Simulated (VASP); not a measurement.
# MnO2 (R-3m) in VASP: further runs

Aim: see how the results for MnO2 move with the level of theory and the settings. Levels: BLYP, PBE. Tasks: single point.

All numbers are computed with VASP 6.6.1; they aren't measurements. Logs are shortened: lines on timing, memory, paths and dates and some standing lists are left out, and cuts for length are marked.

## Step 1: The cell of the first run

Symmetry: R-3m, No. 166, trigonal system. Conventional cell: a = 2.857 Å, b = 2.857 Å, c = 13.752 Å, α = 90.00°, β = 90.00°, γ = 120.00°. Mn (site symmetry -3m) has 6 O at 1.90 Å within 2.5 Å. O (site symmetry 3m) has 3 Mn at 1.90 Å and 3 O at 2.51 Å within 2.6 Å.

## Step 2: Single point, BLYP, collinear spin, ferromagnetic start

Contents of INCAR:

```
PREC = Accurate ; ENCUT = 700
EDIFF = 1E-6 ; ISMEAR = -5
SIGMA = 0.1 ; LREAL = F
LASPH = T ; NELM = 200
ALGO = Normal ; ISIF = 2
LWAVE = F ; LCHARG = F
ISPIN = 2 ; MAGMOM = 4 0 0
LORBIT = 11 ; LMAXMIX = 4
GGA = B5 ; ALDAX = 1.0
AGGAX = 1.0 ; AGGAC = 1.0
ALDAC = 0.0 ; NBANDS = 24
GGA_COMPAT = F
```

Contents of KPOINTS:

```
Automatic mesh
0
Gamma
  3 3 3
```

Contents of POSCAR:

```
MnO2
1.0
    1.4284348394      0.8247072390      4.5839315268
   -1.4284348394      0.8247072390      4.5839315268
    0.0000000000     -1.6494144781      4.5839315268
Mn O
1 2
Direct
    0.0000000000      0.0000000000      0.0000000000
    0.2643644900      0.2643644900      0.2643644900
    0.7356355100      0.7356355100      0.7356355100
```

Potentials or basis: VASP PAW PBE potentials, release 64 (Mn_sv, O).

Launch:

```console
cat potpaw_PBE.64/Mn_sv/POTCAR potpaw_PBE.64/O/POTCAR > POTCAR
mpirun -np 1 vasp_std > vasp.out
```

OUTCAR:

```text
PREC = Accurate
   ENCUT = 700
   EDIFF = 1E-6
   ISMEAR = -5
   LREAL = F
   LASPH = T
   NELM = 200
   ISIF = 2
   ISPIN = 2
   LORBIT = 11
   GGA = B5

 ion  position               nearest neighbor table
   1  0.000  0.000  0.000-   3 1.90   2 1.90   3 1.90   3 1.90   2 1.90   2 1.90
   2  0.264  0.264  0.264-   1 1.90   1 1.90   1 1.90
   3  0.736  0.736  0.736-   1 1.90   1 1.90   1 1.90

  LATTYP: Found a trigonal (rhomboedric) cell.
 ALAT       =     4.8716523237
 COS(alpha) =     0.8280515398

  Lattice vectors:

 A1 = (   1.4284348394,   0.8247072390,   4.5839315268)
 A2 = (  -1.4284348394,   0.8247072390,   4.5839315268)
 A3 = (   0.0000000000,  -1.6494144781,   4.5839315268)

Analysis of symmetry for initial positions (statically):
=====================================================================
 Subroutine PRICEL returns:
 Original cell was already a primitive cell.

 Routine SETGRP: Setting up the symmetry group for a
 trigonal (rhombohedral) supercell.

 Subroutine GETGRP returns: Found 12 space group operations
 (whereof 12 operations were pure point group operations)
 out of a pool of 12 trial point group operations.

The static configuration has the point symmetry D_3d.

Analysis of symmetry for dynamics (positions and initial velocities):
=====================================================================
 Subroutine PRICEL returns:
 Original cell was already a primitive cell.

 Routine SETGRP: Setting up the symmetry group for a
 trigonal (rhombohedral) supercell.

 Subroutine GETGRP returns: Found 12 space group operations
 (whereof 12 operations were pure point group operations)
 out of a pool of 12 trial point group operations.

The dynamic configuration has the point symmetry D_3d.

Analysis of structural, dynamic, and magnetic symmetry:
=====================================================================
 Subroutine PRICEL returns:
 Original cell was already a primitive cell.

 Routine SETGRP: Setting up the symmetry group for a
 trigonal (rhombohedral) supercell.

 Subroutine GETGRP returns: Found 12 space group operations
 (whereof 12 operations were pure point group operations)
 out of a pool of 12 trial point group operations.

The overall configuration has the point symmetry D_3d.

 Subroutine INISYM returns: Found 12 space group operations
 (whereof 12 operations are pure point group operations),
 and found     1 'primitive' translations

----------------------------------------------------------------------------------------

                                     Primitive cell

  volume of cell :      32.4003

  direct lattice vectors                    reciprocal lattice vectors
     1.428434839  0.824707239  4.583931527     0.350033468  0.202091917  0.072717782
    -1.428434839  0.824707239  4.583931527    -0.350033468  0.202091917  0.072717782
     0.000000000 -1.649414478  4.583931527     0.000000000 -0.404183833  0.072717782

  length of vectors
     4.871652324  4.871652324  4.871652324     0.410673163  0.410673163  0.410673163

  position of ions in fractional coordinates (direct lattice)
     0.000000000  0.000000000  0.000000000
     0.264364490  0.264364490  0.264364490
     0.735635510  0.735635510  0.735635510

  ion indices of the primitive-cell ions
   primitive index   ion index
                 1           1
                 2           2
                 3           3

----------------------------------------------------------------------------------------

 KPOINTS: Automatic mesh

Automatic generation of k-mesh.
 Grid dimensions read from file:
 generate k-points for:    3    3    3

 Generating k-lattice:

  Cartesian coordinates                     Fractional coordinates (reciprocal lattice)
     0.116677823  0.067363972  0.024239261     0.333333333 -0.000000000 -0.000000000
    -0.116677823  0.067363972  0.024239261    -0.000000000  0.333333333 -0.000000000
     0.000000000 -0.134727944  0.024239261    -0.000000000 -0.000000000  0.333333333

  Length of vectors
     0.136891054  0.136891054  0.136891054

  Shift w.r.t. Gamma in fractional coordinates (k-lattice)
     0.000000000  0.000000000  0.000000000

 TETIRR: Found     14 inequivalent tetrahedra from      162

 Subroutine IBZKPT returns following result:
 ===========================================

 Found      6 irreducible k-points:

 Following reciprocal coordinates:
            Coordinates               Weight
  0.000000  0.000000  0.000000      1.000000
  0.333333  0.000000 -0.000000      6.000000
  0.333333  0.333333 -0.000000      6.000000
 -0.333333  0.333333  0.000000      6.000000
  0.333333  0.333333  0.333333      2.000000
 -0.333333  0.333333  0.333333      6.000000
   k-points           NKPTS =      6   k-points in BZ     NKDIM =      6   number of bands    NBANDS=     24
   number of dos      NEDOS =    301   number of ions     NIONS =      3
   total plane-waves  NPLWV =  74088
   dimension x,y,z NGX =    42 NGY =   42 NGZ =   42
   dimension x,y,z NGXF=    84 NGYF=   84 NGZF=   84
   ions per type =               1   2
   NGX,Y,Z   is equivalent  to a cutoff of  14.33, 14.33, 14.33 a.u.
   NGXF,Y,Z  is equivalent  to a cutoff of  28.67, 28.67, 28.67 a.u.
 SYSTEM =  unknown system
   PREC   = accura    normal or accurate (medium, high low for compatibility)
   ISTART =      0    job   : 0-new  1-cont  2-samecut
   ICHARG =      2    charge: 1-file 2-atom 10-const
   ISPIN  =      2    spin polarized calculation?
   LNONCOLLINEAR =      F non collinear calculations
   LSORBIT =      F    spin-orbit coupling
   LASPH  =      T    aspherical Exc in radial PAW
   ENCUT  =  700.0 eV  51.45 Ry    7.17 a.u.  10.51 10.51 10.51*2*pi/ulx,y,z
   NELM   =    200;   NELMIN=  2; NELMDL= -5     # of ELM steps
   EDIFF  = 0.1E-05   stopping-criterion for ELM
   LREAL  =      F    real-space projection
   EDIFFG = 0.1E-04   stopping-criterion for IOM
   NSW    =      0    number of steps for IOM
   IBRION =     -1    ionic relax: 0-MD 1-quasi-New 2-CG
   NFREE  =      0    steps in history (QN), initial steepest desc. (CG)
   ISIF   =      2    stress and relaxation
   ISYM   =      2    0-nonsym 1-usesym 2-fastsym
   POTIM  = 0.5000    time-step for ionic-motion
   TEBEG  =    0.0;   TEEND  =   0.0 temperature during run
   PSTRESS=    0.0 pullay stress
   NELECT =      27.0000    total number of electrons
   NUPDOWN=      -1.0000    fix difference up-down
   EMIN   =  10.00;   EMAX   =-10.00  energy-range for DOS
   EFERMI =   0.00;   METHOD = LEGACY
   ISMEAR =    -5;   SIGMA  =   0.10  broadening in eV -4-tet -1-fermi 0-gaus
   EFERMI_NEDOS =   21; number of points for ismear=-14 and -15
   IALGO  =     38    algorithm
   IMIX   =      4    mixing-type and parameters
     AMIX     =   0.40;   BMIX     =  1.00
     AMIX_MAG =   1.60;   BMIX_MAG =  1.00
  volume/ion in A,a.u.               =      10.80        72.88
  Fermi-wavevector in a.u.,A,eV,Ry     =   1.540563  2.911243 32.291187  2.373335
  Thomas-Fermi vector in A             =   2.646633
   LORBIT       =     11    0 simple, 1 ext, 2 COOP (PROOUT), +10 PAW based schemes
   GGA     = B5    functional components
   LHFCALC =     F    Hartree Fock is set to
   AEXX    =    0.0000 exact exchange contribution
   IVDW    =     0    specifies the selected vdW correction
   LEPSILON=     F    determine dielectric tensor
   LRPA    =     F    only Hartree local field effects (RPA)
 spin polarized calculation
 Fermi weights with tetrahedron method with Bloechl corrections
  energy-cutoff  :      700.00
  volume of cell :       32.40
 maximum number of plane-waves:      1375
 NGX is ok and might be reduce to    42
   NGX = 21   NGY = 21   NGZ = 21

 number of electron      27.0000001 magnetization       3.0000982

 Free energy of the ion-electron system (eV)
  ---------------------------------------------------
  ext. energy  EPLUGINS =         0.00000000
  ---------------------------------------------------
  free energy    TOTEN  =       -22.64200481 eV

  energy without entropy =      -22.64200481  energy(sigma->0) =      -22.64200481

 E-fermi :   4.6780     XC(G=0): -10.4984

 val. band max:        4.5924626056   @ k =   0.3333   0.3333   0.3333
 cond. band min:       5.4219301061   @ k =   0.0000   0.0000   0.0000
 fundamental gap:      0.8294675005
 Fermi energy:         4.6780490053

 spin component 1

 k-point     1 :       0.0000    0.0000    0.0000
  band No.  band energies     occupation
      1     -76.6142      1.00000
      2     -45.4563      1.00000
      3     -45.4363      1.00000
      4     -45.4363      1.00000
      5     -14.7939      1.00000
      6     -12.5027      1.00000
[... 16 lines left out ...]
     23      26.9197      0.00000
     24      27.7993      0.00000
[... 111 lines left out ...]
      1     -76.6004      1.00000
      2     -45.5573      1.00000
      3     -45.4637      1.00000
      4     -45.4362      1.00000
      5     -13.6159      1.00000
      6     -12.9143      1.00000
[... 16 lines left out ...]
     23      23.5271      0.00000
     24      26.0447      0.00000
 Fermi energy:         4.6780490053

 spin component 2

 k-point     1 :       0.0000    0.0000    0.0000
  band No.  band energies     occupation
      1     -73.4504      1.00000
      2     -42.4345      1.00000
      3     -42.4345      1.00000
      4     -42.2660      1.00000
      5     -14.6539      1.00000
      6     -12.3848      1.00000
[... 16 lines left out ...]
     23      27.2156      0.00000
     24      28.4738      0.00000
[... 112 lines left out ...]
      2     -42.5794      1.00000
      3     -42.4665      1.00000
      4     -42.2402      1.00000
      5     -13.4799      1.00000
      6     -12.7854      1.00000
[... 16 lines left out ...]
     23      24.1409      0.00000
     24      26.7216      0.00000

------------------------ aborting loop because EDIFF is reached ----------------------------------------

  FORCE on cell =-STRESS in cart. coord.  units (eV):
  Direction    XX          YY          ZZ          XY          YZ          ZX
  --------------------------------------------------------------------------------------
  -------------------------------------------------------------------------------------
  Total        2.5067973      2.5067973      1.5136573     -0.0000000     -0.0000000      0.0000000
  in kB      123.9596085    123.9596084     74.8494351     -0.0000000     -0.0000000      0.0000000
  external PRESSURE =     107.5895507 kB  Pullay stress =       0.0000000 kB

 VOLUME and BASIS-vectors are now :
 -----------------------------------------------------------------------------
  energy-cutoff  :      700.00
  volume of cell :       32.40
      direct lattice vectors                 reciprocal lattice vectors
     1.428434839  0.824707239  4.583931527     0.350033468  0.202091917  0.072717782
    -1.428434839  0.824707239  4.583931527    -0.350033468  0.202091917  0.072717782
     0.000000000 -1.649414478  4.583931527     0.000000000 -0.404183833  0.072717782

 POSITION                                       TOTAL-FORCE (eV/Angst)
 -----------------------------------------------------------------------------------
      0.00000      0.00000      0.00000         0.000000      0.000000      0.000000
      0.00000     -0.00000      3.63549         0.000000      0.000000     -0.513015
      0.00000     -0.00000     10.11631         0.000000     -0.000000      0.513015
 -----------------------------------------------------------------------------------
    total drift:                               -0.000000     -0.000000      0.000000

  FREE ENERGIE OF THE ION-ELECTRON SYSTEM (eV)
  ---------------------------------------------------
  free  energy   TOTEN  =       -22.6420048067 eV

  energy  without entropy=      -22.6420048067  energy(sigma->0) =      -22.64200481

 total charge

# of ion       s       p       d       tot
------------------------------------------
    1        2.202   6.110   4.468  12.781
    2        1.570   3.440   0.000   5.011
    3        1.570   3.440   0.000   5.011
--------------------------------------------------
tot          5.343  12.991   4.468  22.802

 magnetization (x)

# of ion       s       p       d       tot
------------------------------------------
    1        0.022   0.016   2.675   2.713
    2        0.005   0.046   0.000   0.051
    3        0.005   0.046   0.000   0.051
--------------------------------------------------
tot          0.032   0.108   2.675   2.815
```

Wall time 42 s (1 thread of Intel Xeon 6975P-C (Granite Rapids), shared host); peak memory 0.29 GiB.

Results:

```
Free energy                                           : -22.6420 eV
Pressure                                              : 10.8 GPa
Largest force                                         : 0.513 eV/Å
Band gap on the k mesh                                : 0.83 eV
Net moment                                            : 3.00 μB per cell
Site moments                                          : Mn +2.71; O +0.05 μB
Valence electrons inside the program's atomic spheres : Mn 12.78; O 5.01
```

Forces in eV/Å, atoms in the order of the input:
```
Mn   0.000  0.000  0.000
O    0.000  0.000 -0.513
O    0.000  0.000  0.513
```

Levels at points of the mesh, in eV from the valence-band top:
Spin up:
```csv
k point,band 12,band 13,band 14,band 15,band 16,band 17,band 18,band 19
"(0.00, 0.00, 0.00)",-1.27,-1.27,-1.05,-0.24,3.05,3.05,7.49,10.77
```
Spin down:
```csv
k point,band 8,band 9,band 10,band 11,band 12,band 13,band 14,band 15,band 16,band 17
"(0.00, 0.00, 0.00)",-4.94,-4.94,-1.21,-1.21,-0.86,0.83,0.83,2.46,4.28,4.28
```

Caveat: the k points lie up to 0.86 Å⁻¹ apart, too coarse for converged energies, forces and pressures; the PAW data sets were made with another functional, which shifts forces and pressure a little; a cell with one magnetic atom can't hold antiferromagnetic order, which such compounds often take.

(Part 1 of 2 ends here.)
